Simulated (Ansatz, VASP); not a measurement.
# Two plane-wave programs on SrTiO3

```
Sr Ti O
1.0
     3.94710    0.00000    0.00000
     0.00000    3.94710    0.00000
     0.00000    0.00000    3.94710
Sr Ti O
1 1 3
Direct
  0.00055 0.00027 0.99945
  0.50055 0.50027 0.49948
  0.99966 0.49982 0.50038
  0.49966 0.99983 0.50036
  0.49958 0.49981 0.00033
```

Change from the starting cell: all atoms moved at random, sigma 0.25 Å a component; relaxed back.

Alike in both runs: functional PBE; k mesh 6 × 6 × 6; occupations gaussian, width 0.05 eV; no spin polarisation; Hubbard terms Ti d U = 4.0 eV.

Ansatz relaxed the structure, and its values are those at the end. VASP's run is a single point on that final structure, the one shown.

```csv
,VASP,Ansatz
version,VASP 6.6.1,Ansatz 0.2.0
potentials or method,"VASP PAW PBE potentials, release 64 (Sr_sv, Ti_sv, O), cutoff 520 eV","scalar-relativistic, plane waves, PAW"
valence electrons in the cell,40,40
```

Ansatz gave:

* gap on the k mesh at the Fermi level (eV): 2.30
* least direct gap on the mesh (eV): 2.72
* pressure (GPa): 0.0
* rms of the force components (eV/Å): 0.001

Task: Which values does VASP return?

Result: gap on the k mesh at the Fermi level (eV): 2.31; least direct gap on the mesh (eV): 2.74; pressure (GPa): 2.7; rms of the force components (eV/Å): 0.007.

The programs project onto different local orbitals, so the same U acts differently, and such runs can settle in different states. Ansatz's warnings: stress scf threshold loose.
